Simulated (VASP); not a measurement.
# Sc2In (P6_3/mmc) in VASP: notebook

The runs below take Sc2In through single point, with LDA.

All numbers are computed with VASP 6.6.1; they aren't measurements. Logs are shortened: lines on timing, memory, paths and dates and some standing lists are left out, and cuts for length are marked.

### Step 1. The cell of the first run

It takes space group P6_3/mmc (No. 194, hexagonal). Conventional cell: a = 4.905 Å, b = 4.905 Å, c = 6.130 Å, α = 90.00°, β = 90.00°, γ = 120.00°. Within 4.0 Å of Sc (site symmetry -3m) lie 8 Sc at 3.06 to 3.22 Å and 6 In at 3.22 Å. Within 3.7 Å of Sc (site symmetry -6m2) lie 5 In at 2.83 to 3.06 Å and 6 Sc at 3.22 Å. In (site symmetry -6m2) has 11 Sc at 2.83 to 3.22 Å within 3.7 Å.

### Step 2. Single point, LDA

File INCAR:

```
SYSTEM = Sc2In
ALGO = Normal
EDIFF = 1E-6
ENCUT = 520
GGA = CA
ISIF = 2
ISMEAR = 1
LASPH = .TRUE.
LCHARG = .FALSE.
LREAL = .FALSE.
LWAVE = .FALSE.
NBANDS = 44
NELM = 60
PREC = Accurate
SIGMA = 0.1
```

File KPOINTS:

```
k-points
0
G
  5 5 4
  0 0 0
```

File POSCAR:

```
Sc2In
1.0
    4.9048082445      0.0000000000      0.0000000000
   -2.4524041223      4.2476883300      0.0000000000
    0.0000000000      0.0000000000      6.1295125189
Sc In
4 2
Direct
    0.0000000000      0.0000000000      0.0000000000
    0.0000000000      0.0000000000      0.5000000000
    0.3333333333      0.6666666667      0.7500000000
    0.6666666667      0.3333333333      0.2500000000
    0.3333333333      0.6666666667      0.2500000000
    0.6666666667      0.3333333333      0.7500000000
```

Potentials or basis: VASP PAW LDA potentials, release 64 (Sc_sv, In_d).

The run is started by

```sh
> cat potpaw_LDA.64/Sc_sv/POTCAR potpaw_LDA.64/In_d/POTCAR > POTCAR
> mpirun -np 1 vasp_std > vasp.out
```

OUTCAR:

```text
SYSTEM = Sc2In
   EDIFF = 1E-6
   ENCUT = 520
   GGA = CA
   ISIF = 2
   ISMEAR = 1
   LASPH = .TRUE.
   LREAL = .FALSE.
   NELM = 60
   PREC = Accurate

 ion  position               nearest neighbor table
   1  0.000  0.000  0.000-   2 3.06   2 3.06   3 3.22   5 3.22   4 3.22   6 3.22   6 3.22   3 3.22
                             4 3.22   5 3.22   4 3.22   6 3.22   3 3.22   5 3.22
   2  0.000  0.000  0.500-   1 3.06   1 3.06   3 3.22   5 3.22   4 3.22   6 3.22   6 3.22   3 3.22
                             4 3.22   5 3.22   4 3.22   6 3.22   3 3.22   5 3.22
   3  0.333  0.667  0.750-   6 2.83   6 2.83   6 2.83   5 3.06   5 3.06   2 3.22   1 3.22   1 3.22
                             2 3.22   2 3.22   1 3.22
   4  0.667  0.333  0.250-   5 2.83   5 2.83   5 2.83   6 3.06   6 3.06   1 3.22   2 3.22   1 3.22
                             2 3.22   1 3.22   2 3.22
   5  0.333  0.667  0.250-   4 2.83   4 2.83   4 2.83   3 3.06   3 3.06   2 3.22   1 3.22   1 3.22
                             2 3.22   2 3.22   1 3.22
   6  0.667  0.333  0.750-   3 2.83   3 2.83   3 2.83   4 3.06   4 3.06   1 3.22   2 3.22   1 3.22
                             2 3.22   1 3.22   2 3.22

  LATTYP: Found a hexagonal cell.
 ALAT       =     4.9048082445
 C/A-ratio  =     1.2496946289

  Lattice vectors:

 A1 = (   4.9048082445,   0.0000000000,   0.0000000000)
 A2 = (  -2.4524041223,   4.2476883300,   0.0000000000)
 A3 = (   0.0000000000,   0.0000000000,   6.1295125189)

Analysis of symmetry for initial positions (statically):
=====================================================================
 Subroutine PRICEL returns:
 Original cell was already a primitive cell.

 Routine SETGRP: Setting up the symmetry group for a
 hexagonal supercell.

 Subroutine GETGRP returns: Found 24 space group operations
 (whereof 12 operations were pure point group operations)
 out of a pool of 24 trial point group operations.

The static configuration has the point symmetry D_3d.
 The point group associated with its full space group is D_6h.

Analysis of symmetry for dynamics (positions and initial velocities):
=====================================================================
 Subroutine PRICEL returns:
 Original cell was already a primitive cell.

 Routine SETGRP: Setting up the symmetry group for a
 hexagonal supercell.

 Subroutine GETGRP returns: Found 24 space group operations
 (whereof 12 operations were pure point group operations)
 out of a pool of 24 trial point group operations.

The dynamic configuration has the point symmetry D_3d.
 The point group associated with its full space group is D_6h.

 Subroutine INISYM returns: Found 24 space group operations
 (whereof 12 operations are pure point group operations),
 and found     1 'primitive' translations

----------------------------------------------------------------------------------------

                                     Primitive cell

  volume of cell :     127.7029

  direct lattice vectors                    reciprocal lattice vectors
     4.904808244  0.000000000  0.000000000     0.203881569  0.117711085  0.000000000
    -2.452404122  4.247688330  0.000000000     0.000000000  0.235422169  0.000000000
     0.000000000  0.000000000  6.129512519     0.000000000  0.000000000  0.163145111

  length of vectors
     4.904808244  4.904808062  6.129512519     0.235422160  0.235422169  0.163145111

  position of ions in fractional coordinates (direct lattice)
     0.000000000  0.000000000  0.000000000
     0.000000000  0.000000000  0.500000000
     0.333333333  0.666666667  0.750000000
     0.666666667  0.333333333  0.250000000
     0.333333333  0.666666667  0.250000000
     0.666666667  0.333333333  0.750000000

  ion indices of the primitive-cell ions
   primitive index   ion index
                 1           1
                 2           2
                 3           3
                 4           4
                 5           5
                 6           6

----------------------------------------------------------------------------------------

 KPOINTS: k-points

Automatic generation of k-mesh.
 Grid dimensions read from file:
 generate k-points for:    5    5    4

 Generating k-lattice:

  Cartesian coordinates                     Fractional coordinates (reciprocal lattice)
     0.040776314  0.023542217  0.000000000     0.200000000  0.000000000  0.000000000
     0.000000000  0.047084434  0.000000000     0.000000000  0.200000000  0.000000000
     0.000000000  0.000000000  0.040786278     0.000000000  0.000000000  0.250000000

  Length of vectors
     0.047084432  0.047084434  0.040786278

  Shift w.r.t. Gamma in fractional coordinates (k-lattice)
     0.000000000  0.000000000  0.000000000

 Subroutine IBZKPT returns following result:
 ===========================================

 Found     15 irreducible k-points:

 Following reciprocal coordinates:
            Coordinates               Weight
  0.000000  0.000000  0.000000      1.000000
  0.200000 -0.000000  0.000000      6.000000
  0.400000 -0.000000  0.000000      6.000000
  0.200000  0.200000  0.000000      6.000000
  0.400000  0.200000  0.000000      6.000000
  0.000000  0.000000  0.250000      2.000000
  0.200000 -0.000000  0.250000     12.000000
  0.400000 -0.000000  0.250000     12.000000
  0.200000  0.200000  0.250000     12.000000
  0.400000  0.200000  0.250000     12.000000
  0.000000  0.000000  0.500000      1.000000
  0.200000 -0.000000  0.500000      6.000000
  0.400000 -0.000000  0.500000      6.000000
  0.200000  0.200000  0.500000      6.000000
  0.400000  0.200000  0.500000      6.000000
   k-points           NKPTS =     15   k-points in BZ     NKDIM =     15   number of bands    NBANDS=     44
   number of dos      NEDOS =    301   number of ions     NIONS =      6
   total plane-waves  NPLWV =  62208
   dimension x,y,z NGX =    36 NGY =   36 NGZ =   48
   dimension x,y,z NGXF=    72 NGYF=   72 NGZF=   96
   ions per type =               4   2
   NGX,Y,Z   is equivalent  to a cutoff of  12.20, 12.20, 13.02 a.u.
   NGXF,Y,Z  is equivalent  to a cutoff of  24.40, 24.40, 26.04 a.u.
 SYSTEM =  Sc2In
   PREC   = accura    normal or accurate (medium, high low for compatibility)
   ISTART =      0    job   : 0-new  1-cont  2-samecut
   ICHARG =      2    charge: 1-file 2-atom 10-const
   ISPIN  =      1    spin polarized calculation?
   LNONCOLLINEAR =      F non collinear calculations
   LSORBIT =      F    spin-orbit coupling
   LASPH  =      T    aspherical Exc in radial PAW
   ENCUT  =  520.0 eV  38.22 Ry    6.18 a.u.   9.12  9.12 11.40*2*pi/ulx,y,z
   NELM   =     60;   NELMIN=  2; NELMDL= -5     # of ELM steps
   EDIFF  = 0.1E-05   stopping-criterion for ELM
   LREAL  =      F    real-space projection
   EDIFFG = 0.1E-04   stopping-criterion for IOM
   NSW    =      0    number of steps for IOM
   IBRION =     -1    ionic relax: 0-MD 1-quasi-New 2-CG
   NFREE  =      0    steps in history (QN), initial steepest desc. (CG)
   ISIF   =      2    stress and relaxation
   ISYM   =      2    0-nonsym 1-usesym 2-fastsym
   POTIM  = 0.5000    time-step for ionic-motion
   TEBEG  =    0.0;   TEEND  =   0.0 temperature during run
   PSTRESS=    0.0 pullay stress
   NELECT =      70.0000    total number of electrons
   NUPDOWN=      -1.0000    fix difference up-down
   EMIN   =  10.00;   EMAX   =-10.00  energy-range for DOS
   EFERMI =   0.00;   METHOD = LEGACY
   ISMEAR =     1;   SIGMA  =   0.10  broadening in eV -4-tet -1-fermi 0-gaus
   EFERMI_NEDOS =   21; number of points for ismear=-14 and -15
   IALGO  =     38    algorithm
   IMIX   =      4    mixing-type and parameters
     AMIX     =   0.40;   BMIX     =  1.00
     AMIX_MAG =   1.60;   BMIX_MAG =  1.00
  volume/ion in A,a.u.               =      21.28       143.63
  Fermi-wavevector in a.u.,A,eV,Ry     =   1.339802  2.531859 24.423404  1.795070
  Thomas-Fermi vector in A             =   2.468165
   LORBIT       =      0    0 simple, 1 ext, 2 COOP (PROOUT), +10 PAW based schemes
   GGA     = CA    functional components
   LHFCALC =     F    Hartree Fock is set to
   AEXX    =    0.0000 exact exchange contribution
   IVDW    =     0    specifies the selected vdW correction
   LEPSILON=     F    determine dielectric tensor
   LRPA    =     F    only Hartree local field effects (RPA)
 non-spin polarized calculation
 Methfessel and Paxton  Order N= 1 SIGMA  =   0.10
  energy-cutoff  :      520.00
  volume of cell :      127.70
 maximum number of plane-waves:      3456
   NGX = 19   NGY = 19   NGZ = 23

 number of electron      70.0000015 magnetization

 Free energy of the ion-electron system (eV)
  ---------------------------------------------------
  ext. energy  EPLUGINS =         0.00000000
  ---------------------------------------------------
  free energy    TOTEN  =       -36.04078402 eV

  energy without entropy =      -36.03091382  energy(sigma->0) =      -36.03749396

 E-fermi :   6.1416     XC(G=0): -11.0173

 val. band max:        6.1362101067   @ k =   0.0000   0.0000   0.2500
 cond. band min:       6.1428425194   @ k =   0.2000   0.2000   0.2500
 fundamental gap:      0.0066324127
 Fermi energy:         6.1416465132

 k-point     1 :       0.0000    0.0000    0.0000
  band No.  band energies     occupation
      1     -42.8164      2.00000
      2     -42.7879      2.00000
      3     -42.7341      2.00000
      4     -42.7153      2.00000
      5     -21.9193      2.00000
      6     -21.9193      2.00000
[... 36 lines left out ...]
     43       8.8547      0.00000
     44       8.8612      0.00000

 k-point     2 :       0.2000   -0.0000    0.0000
  band No.  band energies     occupation
      1     -42.8103      2.00000
      2     -42.7881      2.00000
      3     -42.7399      2.00000
      4     -42.7153      2.00000
      5     -21.9536      2.00000
      6     -21.9324      2.00000
[... 603 lines left out ...]
 k-point    15 :       0.4000    0.2000    0.5000
  band No.  band energies     occupation
      1     -42.7895      2.00000
      2     -42.7895      2.00000
      3     -42.7371      2.00000
      4     -42.7371      2.00000
      5     -21.9294      2.00000
      6     -21.9294      2.00000
[... 36 lines left out ...]
     43       8.2991      0.00000
     44       8.3015      0.00000

------------------------ aborting loop because EDIFF is reached ----------------------------------------

  FORCE on cell =-STRESS in cart. coord.  units (eV):
  Direction    XX          YY          ZZ          XY          YZ          ZX
  --------------------------------------------------------------------------------------
  -------------------------------------------------------------------------------------
  Total        0.8132222      0.8132221      0.1368121     -0.0000000     -0.0000000      0.0000000
  in kB       10.2027954     10.2027944      1.7164633     -0.0000000     -0.0000000      0.0000000
  external PRESSURE =       7.3740177 kB  Pullay stress =       0.0000000 kB

 VOLUME and BASIS-vectors are now :
 -----------------------------------------------------------------------------
  energy-cutoff  :      520.00
  volume of cell :      127.70
      direct lattice vectors                 reciprocal lattice vectors
     4.904808244  0.000000000  0.000000000     0.203881569  0.117711085  0.000000000
    -2.452404122  4.247688330  0.000000000     0.000000000  0.235422169  0.000000000
     0.000000000  0.000000000  6.129512519     0.000000000  0.000000000  0.163145111

 POSITION                                       TOTAL-FORCE (eV/Angst)
 -----------------------------------------------------------------------------------
      0.00000      0.00000      0.00000         0.000000      0.000000      0.000000
      0.00000      0.00000      3.06476         0.000000      0.000000      0.000000
     -0.00000      2.83179      4.59713        -0.000000     -0.000000      0.000000
      2.45240      1.41590      1.53238         0.000000      0.000000      0.000000
     -0.00000      2.83179      1.53238        -0.000000     -0.000000     -0.000000
      2.45240      1.41590      4.59713         0.000000     -0.000000     -0.000000
 -----------------------------------------------------------------------------------
    total drift:                               -0.000000      0.000000     -0.000000

  FREE ENERGIE OF THE ION-ELECTRON SYSTEM (eV)
  ---------------------------------------------------
  free  energy   TOTEN  =       -36.0407840231 eV

  energy  without entropy=      -36.0309138221  energy(sigma->0) =      -36.03749396
```

Wall time 33 s (1 thread of Intel Xeon 6975P-C (Granite Rapids), shared host); peak memory 0.23 GiB.

What came out:

```
Free energy            : -36.0408 eV
Pressure               : 0.7 GPa
Band gap on the k mesh : zero (band 35 reaches 6.51 eV, above the bottom of band 36 at 5.88 eV)
```

Caveat: spin-orbit coupling is left out, which moves the levels of the heavy elements.

### Step 3. Single point, LDA

This run uses another cell than the first one, of 21.90 Å³/atom, 1.029 times its volume.

File INCAR:

```
PREC = Accurate
ENCUT = 520
EDIFF = 1E-6
ISMEAR = 1
SIGMA = 0.1
LREAL = False
LASPH = True
NELM = 60
ALGO = Normal
ISIF = 2
LWAVE = False
LCHARG = False
GGA = CA
NBANDS = 44
```

File KPOINTS:

```
Automatic mesh
0
Gamma
  5 5 4
```

POSCAR: that of step 2 with these lines changed.

```diff
@@ -2,5 +2,5 @@
 1.0
-    4.9048082445      0.0000000000      0.0000000000
-   -2.4524041223      4.2476883300      0.0000000000
-    0.0000000000      0.0000000000      6.1295125189
+    4.9517470606      0.0000000000      0.0000000000
+   -2.4758735303      4.2883385352      0.0000000000
+    0.0000000000      0.0000000000      6.1881717053
 Sc In
```

Potentials or basis: VASP PAW LDA potentials, release 64 (Sc_sv, In_d).

The run is started by

```sh
> cat potpaw_LDA.64/Sc_sv/POTCAR potpaw_LDA.64/In_d/POTCAR > POTCAR
> mpirun -np 1 vasp_std > vasp.out
```

OUTCAR:

```text
PREC = Accurate
   ENCUT = 520
   EDIFF = 1E-6
   ISMEAR = 1
   LREAL = False
   LASPH = True
   NELM = 60
   ISIF = 2
   GGA = CA

 ion  position               nearest neighbor table
   1  0.000  0.000  0.000-   2 3.09   2 3.09   3 3.25   5 3.25   4 3.25   6 3.25   6 3.25   3 3.25
                             4 3.25   5 3.25   4 3.25   6 3.25   3 3.25   5 3.25
   2  0.000  0.000  0.500-   1 3.09   1 3.09   3 3.25   5 3.25   4 3.25   6 3.25   6 3.25   3 3.25
                             4 3.25   5 3.25   4 3.25   6 3.25   3 3.25   5 3.25
   3  0.333  0.667  0.750-   6 2.86   6 2.86   6 2.86   5 3.09   5 3.09   2 3.25   1 3.25   1 3.25
                             2 3.25   2 3.25   1 3.25
   4  0.667  0.333  0.250-   5 2.86   5 2.86   5 2.86   6 3.09   6 3.09   1 3.25   2 3.25   1 3.25
                             2 3.25   1 3.25   2 3.25
   5  0.333  0.667  0.250-   4 2.86   4 2.86   4 2.86   3 3.09   3 3.09   2 3.25   1 3.25   1 3.25
                             2 3.25   2 3.25   1 3.25
   6  0.667  0.333  0.750-   3 2.86   3 2.86   3 2.86   4 3.09   4 3.09   1 3.25   2 3.25   1 3.25
                             2 3.25   1 3.25   2 3.25

  LATTYP: Found a hexagonal cell.
 ALAT       =     4.9517470606
 C/A-ratio  =     1.2496946289

  Lattice vectors:

 A1 = (   4.9517470606,   0.0000000000,   0.0000000000)
 A2 = (  -2.4758735303,   4.2883385352,   0.0000000000)
[... 185 lines left out ...]
  band No.  band energies     occupation
      1     -43.1323      2.00000
      2     -43.1093      2.00000
      3     -43.0568      2.00000
      4     -43.0379      2.00000
      5     -22.2185      2.00000
      6     -22.2185      2.00000
[... 694 lines left out ...]
     43       7.9937      0.00000
     44       8.0003      0.00000

------------------------ aborting loop because EDIFF is reached ----------------------------------------

  FORCE on cell =-STRESS in cart. coord.  units (eV):
  Direction    XX          YY          ZZ          XY          YZ          ZX
  --------------------------------------------------------------------------------------
  -------------------------------------------------------------------------------------
  Total       -1.0821408     -1.0821407     -1.5096300      0.0000000      0.0000000      0.0000000
  in kB      -13.1942435    -13.1942422    -18.4065001      0.0000000      0.0000000      0.0000000
  external PRESSURE =     -14.9316620 kB  Pullay stress =       0.0000000 kB

 VOLUME and BASIS-vectors are now :
 -----------------------------------------------------------------------------
  energy-cutoff  :      520.00
  volume of cell :      131.40
      direct lattice vectors                 reciprocal lattice vectors
     4.951747061  0.000000000  0.000000000     0.201948926  0.116595272  0.000000000
    -2.475873530  4.288338535  0.000000000     0.000000000  0.233190545  0.000000000
     0.000000000  0.000000000  6.188171705     0.000000000  0.000000000  0.161598619

 POSITION                                       TOTAL-FORCE (eV/Angst)
 -----------------------------------------------------------------------------------
      0.00000      0.00000      0.00000         0.000000      0.000000     -0.000000
      0.00000      0.00000      3.09409         0.000000      0.000000     -0.000000
     -0.00000      2.85889      4.64113        -0.000000     -0.000000     -0.000000
      2.47587      1.42945      1.54704         0.000000      0.000000      0.000000
     -0.00000      2.85889      1.54704        -0.000000      0.000000     -0.000000
      2.47587      1.42945      4.64113         0.000000     -0.000000     -0.000000
 -----------------------------------------------------------------------------------
    total drift:                               -0.000000      0.000000     -0.000000

  FREE ENERGIE OF THE ION-ELECTRON SYSTEM (eV)
  ---------------------------------------------------
  free  energy   TOTEN  =       -36.0330292311 eV

  energy  without entropy=      -36.0232637387  energy(sigma->0) =      -36.02977407
```

stdout:

```text
POSCAR found type information on POSCAR ScIn
 POSCAR found :  2 types and       6 ions
 scaLAPACK will be used
 LDA part: xc-table for (Slater(with rela. corr.)+CA(PZ))
 , standard interpolation
 POSCAR, INCAR and KPOINTS ok, starting setup
 FFT: planning ... GRIDC
 FFT: planning ... GRID_SOFT
 FFT: planning ... GRID
 WAVECAR not read
 entering main loop
```

Wall time 41 s (1 thread of Intel Xeon 6975P-C (Granite Rapids), shared host); peak memory 0.25 GiB.

What came out:

```
Free energy            : -36.0330 eV
Pressure               : -1.5 GPa
Band gap on the k mesh : zero (band 35 reaches 6.26 eV, above the bottom of band 36 at 5.66 eV)
```

Caveat: spin-orbit coupling is left out, which moves the levels of the heavy elements.
